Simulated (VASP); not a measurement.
Wanted: the native input for a VASP 6.6.1 run.

* Task: single point
* Functional: PBEsol
* Potentials or basis: VASP PAW PBE potentials, release 64 (Be)
* Cutoff: 520 eV
* k mesh: 23 × 23 × 13
* Occupations: fermi-dirac, width 0.05 eV
* Spin: no spin polarisation
* Dipole correction: no
* Further INCAR settings: ALGO = Normal; EDIFF = 1e-06; NBANDS = 9

The structure of Be lies in POSCAR:

```
Be
1.0
    1.8999358889      0.0000000000      0.0000000000
   -0.9499679445      1.6453927454      0.0000000000
    0.0000000000      0.0000000000      3.0441317355
Be
2
Direct
    0.3333333333      0.6666666667      0.2500000000
    0.6666666667      0.3333333333      0.7500000000
```

One way to write it, as run:

INCAR

```
SYSTEM = Be
ALGO     = Normal         ! electronic algorithm
EDIFF    = 1E-6           ! SCF threshold, eV
ENCUT    = 520            ! plane-wave cutoff, eV
GGA      = PS             ! functional
ISIF     = 2              ! what is computed and relaxed
ISMEAR   = -1             ! smearing method
LASPH    = .True.         ! aspherical terms in the spheres
LCHARG   = .True.         ! write CHGCAR
LELF     = .True.         ! ELF
LREAL    = .False.        ! projectors in reciprocal space
LVHAR    = .True.       
LWAVE    = .False.        ! write WAVECAR
NBANDS   = 9              ! bands
NELM     = 60             ! most SCF steps
PREC     = Accurate       ! precision mode
SIGMA    = 0.05           ! smearing width, eV
```

KPOINTS

```
k-points
0
Gamma
  23 23 13
  0 0 0
```

Potentials or basis: VASP PAW PBE potentials, release 64 (Be).

The run is started by

```bash
$ cat potpaw_PBE.64/Be/POTCAR > POTCAR
$ mpirun -np 1 vasp_std > vasp.out
```

It gave:

| Quantity | Value |
| --- | --- |
| Pressure | 142.1 GPa |
| Band gap on the k mesh | zero (bands 2 and 3 overlap by 1.76 eV) |

Caveat: the cell stands under pressure; the PAW data sets were made with another functional, which shifts forces and pressure a little.

Wall time 26 s on 1 thread of Intel Xeon 8259CL, with other jobs on the host, peak memory 0.13 GiB.
